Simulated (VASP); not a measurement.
Here is a VASP 6.6.1 calculation.

File INCAR:

```
PREC = Accurate
ENCUT = 520
EDIFF = 1E-6
ISMEAR = -1
SIGMA = 0.1
LREAL = F
LASPH = T
NELM = 100
ALGO = Normal
ISIF = 2
LWAVE = F
LCHARG = T
GGA = RP
LELF = T
LVHAR = T
NBANDS = 12
```

KPOINTS

```
Automatic mesh
0
Gamma
  14 14 12
```

Contents of POSCAR:

```
B
1.0
    2.9531101815      0.0000000000      0.0000000000
   -1.4765550908      2.5574684374      0.0000000000
    0.0000000000      0.0000000000      2.9165778645
B
3
Direct
    1.0000000000      0.0000000000      0.0000000000
    0.3333333333      0.6666666667      0.5000000000
    0.6666666667      0.3333333333      0.5000000000
```

Potentials or basis: VASP PAW PBE potentials, release 64 (B).

Launch:

```console
$ cat potpaw_PBE.64/B/POTCAR > POTCAR
$ mpirun -np 1 vasp_std > vasp.out
```

Predict the pressure.

-14.8 GPa.

Stress tensor (GPa, compression positive):
```
-17.25   0.00   0.00
  0.00 -17.25   0.00
  0.00   0.00  -9.77
```

Caveat: the PAW data sets were made with another functional, which shifts forces and pressure a little.
